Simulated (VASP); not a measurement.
Set up this calculation in VASP 6.6.1, as the native input.

```yaml
Task: single point
Functional: r2SCAN
Potentials_or_basis: VASP PAW PBE potentials, release 64 (Zn, S)
Cutoff: 520 eV
k_mesh: 8 × 8 × 8
Occupations: gaussian, width 0.01 eV
Spin: no spin polarisation
Dipole_correction: no
Further_INCAR_settings: ALGO = Normal; EDIFF = 1e-06; NBANDS = 16
```

The system is ZnS.

```xyz
2
Lattice="0.0000 2.6941 2.6941 2.6833 0.0000 2.6941 2.6833 2.6941 0.0000" Properties=species:S:1:pos:R:3 pbc="T T T"
Zn    0.0000    0.0000    0.0000
S     1.3417    1.3470    1.3470
```

This cell differs from its parent crystal: uniaxial x strain -0.4%.

The input as run:

POSCAR

```
ZnS
1.0
    0.0000000000      2.6940858343      2.6940858343
    2.6833094910      0.0000000000      2.6940858343
    2.6833094910      2.6940858343      0.0000000000
Zn S
1 1
Direct
    0.0000000000      0.0000000000      0.0000000000
    0.2500000000      0.2500000000      0.2500000000
```

INCAR.step1

```
SYSTEM = ZnS
PREC = Accurate ; ENCUT = 520
ISMEAR = 0 ; SIGMA = 0.01
LREAL = .FALSE. ; LASPH = .TRUE.
NELM = 80 ; NBANDS = 16
GGA = PE ; ALGO = Normal
EDIFF = 1E-4 ; LWAVE = .TRUE.
LCHARG = .FALSE.
```

INCAR.step2

```
SYSTEM = ZnS
PREC = Accurate ; ENCUT = 520
EDIFF = 1E-6 ; ISMEAR = 0
SIGMA = 0.01 ; LREAL = .FALSE.
LASPH = .TRUE. ; NELM = 80
ALGO = Normal ; ISIF = 2
LWAVE = .FALSE. ; LCHARG = .TRUE.
METAGGA = R2SCAN ; LMIXTAU = .TRUE.
LELF = .TRUE. ; LVHAR = .TRUE.
NBANDS = 16 ; ISTART = 1
```

KPOINTS

```
Automatic mesh
0
G
  8 8 8
  0 0 0
```

Potentials or basis: VASP PAW PBE potentials, release 64 (Zn, S).

The run is started by

```sh
$ cat potpaw_PBE.64/Zn/POTCAR potpaw_PBE.64/S/POTCAR > POTCAR
$ cp INCAR.step1 INCAR
$ mpirun -np 1 vasp_std > vasp.out
$ cp INCAR.step2 INCAR
$ mpirun -np 1 vasp_std > vasp.out
```

Results of the run:

```yaml
Pressure: 0.4 GPa
Band_gap_on_the_k_mesh: 2.72 eV
```

Caveat: the cell differs from its parent crystal (uniaxial x strain -0.4%); the PAW data sets were made with another functional, which shifts forces and pressure a little.

It took 57 s on 1 thread of Intel(R) Xeon(R) 6975P-C (Granite Rapids) (shared host), peak memory 0.18 GiB.
